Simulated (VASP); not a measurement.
# Na2H5 (P2/m) in VASP: relaxation of cell and atoms with PBE

Aim: the relaxation of cell and atoms of Na2H5 with PBE.

Program: VASP 6.6.1. These are calculated values, not measurements. Logs are shortened: lines on timing, memory, paths and dates and some standing lists are left out, and cuts for length are marked.

## (1) The cell of the first run

The structure is monoclinic, space group P2/m (No. 10). Conventional cell: a = 3.168 Å, b = 3.352 Å, c = 9.769 Å, α = 90.00°, β = 96.24°, γ = 90.00°. Na (site symmetry m) has 7 H at 2.31 to 3.07 Å and 2 Na at 3.17 Å within 3.2 Å. H (site symmetry m) has 4 Na at 2.31 Å and 4 H at 2.50 to 3.17 Å within 3.2 Å. H (site symmetry m) has 1 H at 0.75 Å within 1.0 Å. H (site symmetry 2/m) has 4 Na at 2.31 Å and 6 H at 2.50 to 3.17 Å within 3.2 Å.

The cell was generated, and may not be a known phase.

## (2) Relaxation of cell and atoms, PBE

Contents of INCAR:

```
  ALGO = Normal
  EDIFF = 1E-7
  EDIFFG = -0.01
  ENCUT = 600
  GGA = PE
  IBRION = 2
  ISIF = 3
  ISMEAR = 0
  LASPH = T
  LCHARG = F
  LREAL = F
  LWAVE = F
  NELM = 100
  NSW = 100
  PREC = Accurate
  SIGMA = 0.1
```

Contents of KPOINTS:

```
k-points
0
Gamma
  12 12 4
```

Contents of POSCAR:

```
Na2H5
1.0
    3.1676956435      0.0000000000      0.0000000000
    0.0000000000      3.3524515630      0.0000000000
   -1.0610453903      0.0000000000      9.7113480210
Na H
2 5
Direct
    0.0584834769      0.0000000000      0.6731029647
    0.9415165231      0.0000000000      0.3268970353
    0.5640649189      0.5000000000      0.6911715849
    0.4359350811      0.5000000000      0.3088284151
    0.1039258277      0.0000000000      0.0225889515
    0.8960741723      0.0000000000      0.9774110485
    0.5000000000      0.0000000000      0.5000000000
```

Potentials or basis: VASP PAW PBE potentials, release 64 (Na_pv, H).

On the command line:

```sh
> cat potpaw_PBE.64/Na_pv/POTCAR potpaw_PBE.64/H/POTCAR > POTCAR
> mpirun -np 1 vasp_std > vasp.out
```

OUTCAR:

```text
EDIFF = 1E-7
   EDIFFG = -0.01
   ENCUT = 600
   GGA = PE
   IBRION = 2
   ISIF = 3
   ISMEAR = 0
   LASPH = T
   LREAL = F
   NELM = 100
   NSW = 100
   PREC = Accurate

 ion  position               nearest neighbor table
   1  0.058  0.000  0.673-
   2  0.942  0.000  0.327-
   3  0.564  0.500  0.691-
   4  0.436  0.500  0.309-
   5  0.104  0.000  0.023-   6 0.75
   6  0.896  0.000  0.977-   5 0.75
   7  0.500  0.000  0.500-

  LATTYP: Found a simple monoclinic cell.
 ALAT       =     3.1676956435
 B/A-ratio  =     1.0583250224
 C/A-ratio  =     3.0839894893
 COS(beta)  =    -0.1086119538

  Lattice vectors:

 A1 = (   3.1676956435,   0.0000000000,   0.0000000000)
 A2 = (   0.0000000000,   3.3524515630,   0.0000000000)
 A3 = (  -1.0610453903,   0.0000000000,   9.7113480210)

Analysis of symmetry for initial positions (statically):
=====================================================================
 Subroutine PRICEL returns:
 Original cell was already a primitive cell.

 Routine SETGRP: Setting up the symmetry group for a
 simple monoclinic supercell.

 Subroutine GETGRP returns: Found  4 space group operations
 (whereof  4 operations were pure point group operations)
 out of a pool of  4 trial point group operations.

The static configuration has the point symmetry C_2h.

Analysis of symmetry for dynamics (positions and initial velocities):
=====================================================================
 Subroutine PRICEL returns:
 Original cell was already a primitive cell.

 Routine SETGRP: Setting up the symmetry group for a
 simple monoclinic supercell.

 Subroutine GETGRP returns: Found  4 space group operations
 (whereof  4 operations were pure point group operations)
 out of a pool of  4 trial point group operations.

The dynamic configuration has the point symmetry C_2h.

 Subroutine INISYM returns: Found  4 space group operations
 (whereof  4 operations are pure point group operations),
 and found     1 'primitive' translations

----------------------------------------------------------------------------------------

                                     Primitive cell

  volume of cell :     103.1301

  direct lattice vectors                    reciprocal lattice vectors
     3.167695644  0.000000000  0.000000000     0.315686894  0.000000000  0.034491414
     0.000000000  3.352451563  0.000000000     0.000000000  0.298289172  0.000000000
    -1.061045390  0.000000000  9.711348021     0.000000000  0.000000000  0.102972316

  length of vectors
     3.167695644  3.352451563  9.769140070     0.317565541  0.298289172  0.102972316

  position of ions in fractional coordinates (direct lattice)
     0.058483477  0.000000000  0.673102965
     0.941516523  0.000000000  0.326897035
     0.564064919  0.500000000  0.691171585
     0.435935081  0.500000000  0.308828415
     0.103925828  0.000000000  0.022588951
     0.896074172  0.000000000  0.977411049
     0.500000000  0.000000000  0.500000000

  ion indices of the primitive-cell ions
   primitive index   ion index
                 1           1
                 2           2
                 3           3
                 4           4
                 5           5
                 6           6
                 7           7

----------------------------------------------------------------------------------------

 KPOINTS: k-points

Automatic generation of k-mesh.
 Grid dimensions read from file:
 generate k-points for:   12   12    4

 Generating k-lattice:

  Cartesian coordinates                     Fractional coordinates (reciprocal lattice)
     0.026307241  0.000000000  0.002874284     0.083333333  0.000000000 -0.000000000
     0.000000000  0.024857431  0.000000000     0.000000000  0.083333333  0.000000000
     0.000000000  0.000000000  0.025743079     0.000000000  0.000000000  0.250000000

  Length of vectors
     0.026463795  0.024857431  0.025743079

  Shift w.r.t. Gamma in fractional coordinates (k-lattice)
     0.000000000  0.000000000  0.000000000

 Subroutine IBZKPT returns following result:
 ===========================================

 Found    182 irreducible k-points:

 Following reciprocal coordinates:
            Coordinates               Weight
  0.000000  0.000000  0.000000      1.000000
  0.083333  0.000000  0.000000      2.000000
  0.166667  0.000000  0.000000      2.000000
  0.250000  0.000000  0.000000      2.000000
  0.333333  0.000000  0.000000      2.000000
  0.416667  0.000000  0.000000      2.000000
[... 16 lines left out ...]
  0.083333  0.250000  0.000000      4.000000
  0.166667  0.250000  0.000000      4.000000
 [... further k-points ...]
   k-points           NKPTS =    182   k-points in BZ     NKDIM =    182   number of bands    NBANDS=     13
   number of dos      NEDOS =    301   number of ions     NIONS =      7
   total plane-waves  NPLWV =  62720
   dimension x,y,z NGX =    28 NGY =   28 NGZ =   80
   dimension x,y,z NGXF=    56 NGYF=   56 NGZF=  160
   ions per type =               2   5
   NGX,Y,Z   is equivalent  to a cutoff of  14.69, 13.89, 13.61 a.u.
   NGXF,Y,Z  is equivalent  to a cutoff of  29.39, 27.77, 27.23 a.u.
 SYSTEM =  unknown system
   PREC   = accura    normal or accurate (medium, high low for compatibility)
   ISTART =      0    job   : 0-new  1-cont  2-samecut
   ICHARG =      2    charge: 1-file 2-atom 10-const
   ISPIN  =      1    spin polarized calculation?
   LNONCOLLINEAR =      F non collinear calculations
   LSORBIT =      F    spin-orbit coupling
   LASPH  =      T    aspherical Exc in radial PAW
   ENCUT  =  600.0 eV  44.10 Ry    6.64 a.u.   6.33  6.70 19.51*2*pi/ulx,y,z
   NELM   =    100;   NELMIN=  2; NELMDL= -5     # of ELM steps
   EDIFF  = 0.1E-06   stopping-criterion for ELM
   LREAL  =      F    real-space projection
   EDIFFG = -.1E-01   stopping-criterion for IOM
   NSW    =    100    number of steps for IOM
   IBRION =      2    ionic relax: 0-MD 1-quasi-New 2-CG
   NFREE  =      1    steps in history (QN), initial steepest desc. (CG)
   ISIF   =      3    stress and relaxation
   ISYM   =      2    0-nonsym 1-usesym 2-fastsym
   POTIM  = 0.5000    time-step for ionic-motion
   TEBEG  =    0.0;   TEEND  =   0.0 temperature during run
   PSTRESS=    0.0 pullay stress
   NELECT =      19.0000    total number of electrons
   NUPDOWN=      -1.0000    fix difference up-down
   EMIN   =  10.00;   EMAX   =-10.00  energy-range for DOS
   EFERMI =   0.00;   METHOD = LEGACY
   ISMEAR =     0;   SIGMA  =   0.10  broadening in eV -4-tet -1-fermi 0-gaus
   EFERMI_NEDOS =   21; number of points for ismear=-14 and -15
   IALGO  =     38    algorithm
   IMIX   =      4    mixing-type and parameters
     AMIX     =   0.40;   BMIX     =  1.00
     AMIX_MAG =   1.60;   BMIX_MAG =  1.00
  volume/ion in A,a.u.               =      14.73        99.42
  Fermi-wavevector in a.u.,A,eV,Ry     =   0.931531  1.760339 11.806468  0.867751
  Thomas-Fermi vector in A             =   2.058035
   LORBIT       =      0    0 simple, 1 ext, 2 COOP (PROOUT), +10 PAW based schemes
   GGA     = PE    functional components
   LHFCALC =     F    Hartree Fock is set to
   AEXX    =    0.0000 exact exchange contribution
   IVDW    =     0    specifies the selected vdW correction
   LEPSILON=     F    determine dielectric tensor
   LRPA    =     F    only Hartree local field effects (RPA)
 conjugate gradient relaxation of ions
 non-spin polarized calculation
 Gauss-broadening in eV      SIGMA  =   0.10
  energy-cutoff  :      600.00
  volume of cell :      103.13
 maximum number of plane-waves:      3472
 NGX is ok and might be reduce to    28
   NGX = 13   NGY = 13   NGZ = 39

--------------------------------------- Ionic step        1  -------------------------------------------

 number of electron      18.9999996 magnetization

 Free energy of the ion-electron system (eV)
  ---------------------------------------------------
  ext. energy  EPLUGINS =         0.00000000
  ---------------------------------------------------
  free energy    TOTEN  =       -17.83566142 eV

  energy without entropy =      -17.82673762  energy(sigma->0) =      -17.83119952

------------------------ aborting loop because EDIFF is reached ----------------------------------------

  FORCE on cell =-STRESS in cart. coord.  units (eV):
  Direction    XX          YY          ZZ          XY          YZ          ZX
  --------------------------------------------------------------------------------------
  -------------------------------------------------------------------------------------
  Total        0.0347863      0.0555106      0.0249357      0.0000000      0.0000000     -0.0112736
  in kB        0.5404226      0.8623842      0.3873878      0.0000000      0.0000000     -0.1751414
  external PRESSURE =       0.5967315 kB  Pullay stress =       0.0000000 kB
[... 272 lines left out ...]
  energy  without entropy=      -17.8268986037  energy(sigma->0) =      -17.83137009

--------------------------------------- Ionic step        8  -------------------------------------------

 number of electron      19.0000000 magnetization

 Free energy of the ion-electron system (eV)
  ---------------------------------------------------
  ext. energy  EPLUGINS =         0.00000000
  ---------------------------------------------------
  free energy    TOTEN  =       -17.83588385 eV

  energy without entropy =      -17.82694597  energy(sigma->0) =      -17.83141491

 E-fermi :  -1.9825     XC(G=0):  -6.4527

 val. band max:       -1.9953923752   @ k =   0.1667   0.0833   0.2500
 cond. band min:      -1.9812185488   @ k =   0.1667   0.1667   0.2500
 fundamental gap:      0.0141738264
 Fermi energy:        -1.9824846962

 k-point     1 :       0.0000    0.0000    0.0000
  band No.  band energies     occupation
      1     -24.5471      2.00000
      2     -24.5172      2.00000
      3     -24.4395      2.00000
      4     -24.4372      2.00000
      5     -24.4143      2.00000
      6     -24.4119      2.00000
      7      -8.8511      2.00000
      8      -5.9412      2.00000
      9      -4.4846      2.00000
     10      -2.1287      1.96135
     11       2.1218      0.00000
     12       3.9066      0.00000
     13       7.3515      0.00000
[... 353 lines left out ...]
 k-point    24 :       0.1667    0.2500    0.0000
  band No.  band energies     occupation
      1     -24.5403      2.00000
      2     -24.5119      2.00000
      3     -24.4670      2.00000
      4     -24.4641      2.00000
      5     -24.4365      2.00000
      6     -24.4333      2.00000
      7      -8.4705      2.00000
      8      -4.9717      2.00000
      9      -3.6080      2.00000
     10      -2.0074      1.27496
     11       2.7003      0.00000
     12       3.2359      0.00000
     13       5.0566      0.00000

 [... further k-points ...]

------------------------ aborting loop because EDIFF is reached ----------------------------------------

  FORCE on cell =-STRESS in cart. coord.  units (eV):
  Direction    XX          YY          ZZ          XY          YZ          ZX
  --------------------------------------------------------------------------------------
  -------------------------------------------------------------------------------------
  Total       -0.0185213     -0.0148213     -0.0213422      0.0000000      0.0000000     -0.0036042
  in kB       -0.2862849     -0.2290935     -0.3298877      0.0000000      0.0000000     -0.0557103
  external PRESSURE =      -0.2817554 kB  Pullay stress =       0.0000000 kB
[... 22 lines left out ...]
  FREE ENERGIE OF THE ION-ELECTRON SYSTEM (eV)
  ---------------------------------------------------
  free  energy   TOTEN  =       -17.8358838521 eV

  energy  without entropy=      -17.8269459718  energy(sigma->0) =      -17.83141491

 reached required accuracy - stopping structural energy minimisation
```

Run time: 7.9 min. Hardware: 1 thread of Intel Xeon 6975P-C (Granite Rapids), shared host; peak memory 0.42 GiB.

Results:

```yaml
Free_energy: -17.8359 eV
Relaxed_volume: 14.81 Å³/atom
Relaxed_cell: a = 3.173 Å, b = 3.360 Å, c = 9.781 Å, α = 90.00°, β = 96.28°, γ = 90.00°
Space_group_after_relaxing_to_0.1_Å: P2/m (No. 10)
Energy_gained_by_relaxing: 0.0 meV/atom
Ionic_steps: 8
Pressure_after_relaxing: 0.0 GPa
Largest_force_after_relaxing: 0.009 eV/Å
Band_gap_on_the_k_mesh: zero (an odd number of electrons rules out a gap without spin polarisation)
```

Forces on the atoms (eV/Å):
```
Na   0.000  0.000 -0.003
Na   0.000  0.000  0.003
H    0.000  0.000 -0.009
H    0.000  0.000  0.009
H    0.002  0.000 -0.003
H   -0.002  0.000  0.003
H    0.000  0.000  0.000
```

Step by step:
```csv
step,energy change (eV),largest force (eV/Å),pressure (GPa),volume (Å³)
1,0.0000,0.0133,0.06,103.13
2,-0.0001,0.0225,0.06,103.21
3,-0.0001,0.0512,0.06,103.28
4,-0.0001,0.0475,0.05,103.31
5,-0.0001,0.0370,0.04,103.39
6,-0.0002,0.0160,0.00,103.54
7,-0.0002,0.0269,-0.06,103.85
8,-0.0002,0.0093,-0.03,103.65
```

Final structure:
```
Na H
1.0
     3.17287    0.00000   -0.00107
     0.00000    3.36019    0.00000
    -1.06606    0.00000    9.72263
Na H
2 5
Direct
  0.05857 0.00000 0.67349
  0.94143 0.00000 0.32651
  0.56394 0.50000 0.69076
  0.43606 0.50000 0.30924
  0.10395 0.00000 0.02245
  0.89605 0.00000 0.97755
  0.50000 0.00000 0.50000
```

Levels at points of the mesh, in eV from the Fermi level:
```tsv
k point	band 7	band 8	band 9	band 10	band 11	band 12	band 13
(0.00, 0.00, 0.00)	-6.87	-3.96	-2.50	-0.15	4.10	5.89	9.33
(0.50, 0.00, 0.00)	-6.09	-2.35	-0.83	0.86	3.37	3.68	4.65
(0.00, 0.50, 0.00)	-6.41	-1.63	-1.46	-1.06	3.82	4.31	5.59
(0.50, 0.50, 0.00)	-5.76	-0.45	-0.33	-0.07	4.88	5.93	6.70
(0.00, 0.00, 0.50)	-6.87	-4.01	-2.38	-0.30	4.48	5.54	9.35
(0.50, 0.00, 0.50)	-6.09	-2.34	-0.89	0.98	3.19	3.70	4.95
(0.00, 0.50, 0.50)	-6.41	-1.63	-1.43	-1.09	4.46	4.47	4.71
(0.50, 0.50, 0.50)	-5.76	-0.45	-0.33	-0.07	4.81	6.09	6.47
```

Caveat: an odd number of electrons without spin polarisation forces a metal; a magnetic or distorted state may lie lower.
